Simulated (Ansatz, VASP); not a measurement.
CaSe: VASP beside Ansatz

The input INCAR:

```
ALGO = Normal
EDIFF = 1E-6
ENCUT = 520
GGA = PE
ISIF = 2
ISMEAR = 0
LASPH = True
LCHARG = False
LREAL = False
LWAVE = False
NBANDS = 15
NELM = 100
PREC = Accurate
SIGMA = 0.05
```

File KPOINTS:

```
k-points
0
Gamma
  6 6 6
```

POSCAR

```
CaSe
1.0
    0.0000000000      3.0360000000      3.4320000000
    3.0360000000      0.0000000000      3.4320000000
    3.0360000000      3.0360000000      0.0000000000
Ca Se
1 1
Direct
    0.0000000000      0.0000000000      0.0000000000
    0.7500000000      0.7500000000      0.7500000000
```

Input for Ansatz:

```yaml
crystal:
  lattice:
    - [0.0, 3.036, 3.432]
    - [3.036, 0.0, 3.432]
    - [3.036, 3.036, 0.0]
  atoms:
    - { symbol: Ca, position: [0.0, 0.0, 0.0] }
    - { symbol: Se, position: [0.75, 0.75, 0.75] }
basis:
  ecutwfc: 420
kpoints:
  mp_grid: { grid: [6, 6, 6] }
hamiltonian:
  xc: pbe
scf:
  occupations: { method: gaussian, width: 0.05 }
output:
  forces: true
  stress: true
  eigenvalues: true
```

Change from the starting cell: strain -0.080 along x and y, +0.040 along z, atoms carried along.

Alike in both runs: task single point; functional PBE; k mesh 6 × 6 × 6; occupations gaussian, width 0.05 eV; no spin polarisation.

```csv
,VASP,Ansatz
version,VASP 6.6.1,Ansatz 0.2.0
potentials or method,"VASP PAW PBE potentials, release 64 (Ca_sv, Se), cutoff 520 eV","scalar-relativistic, plane waves, PAW"
valence electrons in the cell,16,26
```

|  | VASP | Ansatz | Ansatz less VASP |
| --- | --- | --- | --- |
| gap on the k mesh at the Fermi level (eV) | 3.17 | 3.18 | +0.006 |
| least direct gap on the mesh (eV) | 3.18 | 3.18 | +0.007 |
| pressure (GPa) | 4.8 | 4.7 | -0.16 |
| traceless stress, the component that is largest in VASP (GPa) | -0.25 | -0.28 | -0.027 |

The functional is the same, so the differences come from potentials, cutoffs and numerics. VASP's potentials hold 16 valence electrons a cell and Ansatz's 26, so a difference there can come from the potentials and not from the codes.
